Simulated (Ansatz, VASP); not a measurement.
# Two plane-wave programs on FeGe

Contents of POSCAR:

```
FeGe
1.0
    3.0161717160      0.0000000000      0.0000000000
    0.0000000000      3.0161717160      0.0000000000
    0.0000000000      0.0000000000      3.0161717160
Fe Ge
1 1
Direct
    0.0000000000      0.0000000000      0.0000000000
    0.4633440200      0.4507515000      0.4535288900
```

Contents of INCAR.step1:

```
SYSTEM = FeGe
PREC     = Accurate       ! precision mode
ENCUT    = 520            ! plane-wave cutoff, eV
ISMEAR   = 0              ! smearing method
SIGMA    = 0.05           ! smearing width, eV
LREAL    = .FALSE.        ! projectors in reciprocal space
LASPH    = .TRUE.         ! aspherical terms in the spheres
NELM     = 150            ! most SCF steps
ISPIN    = 2              ! spin polarisation
MAGMOM   = 4 0            ! initial moments
LMAXMIX  = 4              ! l up to which the mixer works
NBANDS   = 22             ! bands
GGA      = PE             ! functional
ALGO     = Normal         ! electronic algorithm
EDIFF    = 1E-4           ! SCF threshold, eV
LWAVE    = .TRUE.         ! write WAVECAR
LCHARG   = .FALSE.        ! write CHGCAR
```

File INCAR.step2:

```
SYSTEM = FeGe
PREC     = Accurate       ! precision mode
ENCUT    = 520            ! plane-wave cutoff, eV
EDIFF    = 1E-7           ! SCF threshold, eV
ISMEAR   = 0              ! smearing method
SIGMA    = 0.05           ! smearing width, eV
LREAL    = .FALSE.        ! projectors in reciprocal space
LASPH    = .TRUE.         ! aspherical terms in the spheres
NELM     = 150            ! most SCF steps
ALGO     = Normal         ! electronic algorithm
ISIF     = 2              ! what is computed and relaxed
LWAVE    = .FALSE.        ! write WAVECAR
LCHARG   = .TRUE.         ! write CHGCAR
ISPIN    = 2              ! spin polarisation
MAGMOM   = 4 0            ! initial moments
LORBIT   = 11             ! projections on sites
LMAXMIX  = 4              ! l up to which the mixer works
METAGGA  = R2SCAN         ! meta-GGA
LMIXTAU  = .TRUE.       
LELF     = .TRUE.         ! ELF
LVHAR    = .TRUE.       
NBANDS   = 22             ! bands
ISTART   = 1
```

KPOINTS

```
regular mesh
0
G
  3 3 3
  0 0 0
```

Input for Ansatz:

```yaml
crystal:
  lattice:
    - [3.016171716, 0.0, 0.0]
    - [0.0, 3.016171716, 0.0]
    - [0.0, 0.0, 3.016171716]
  atoms:
    - { symbol: Fe, position: [0.0, 0.0, 0.0], spin: 4.0 }
    - { symbol: Ge, position: [0.46334402, 0.4507515, 0.45352889], spin: 0.0 }
kpoints:
  mp_grid: { grid: [3, 3, 3], shift: [0, 0, 0] }
hamiltonian:
  xc: r2scan
  dispersion: none
  pseudopotentials: { kind: paw }
scf:
  occupations: { method: gaussian, width: "0.05 eV" }
magnetization:
  spin_polarized: true
```

Alike in both runs: task single point; functional r2SCAN; k mesh 3 × 3 × 3; collinear spin.

|  | VASP | Ansatz |
| --- | --- | --- |
| version | VASP 6.6.1 | Ansatz development build ahead of 0.2.0 |
| potentials or method | VASP PAW PBE potentials, release 64 (Fe, Ge_d) | PAW (an earlier, plane waves, scalar-relativistic |
| plane-wave cutoff (eV) | 520 | 1230 |
| occupations | gaussian, width 0.05 eV | gaussian |

|  | VASP | Ansatz | Ansatz less VASP |
| --- | --- | --- | --- |
| net moment per atom (μB) | 0.96 | 0.96 | +0.002 |
| size of the moment on the site where the two differ most (μB) | 1.97 | 1.96 | -0.010 |

VASP's potentials were made for PBE, not for r2SCAN. Site moments also hang on the region over which each program counts them. Ansatz's warnings: stability check not made.

The k mesh is coarse, so the values compare programs but aren't converged.
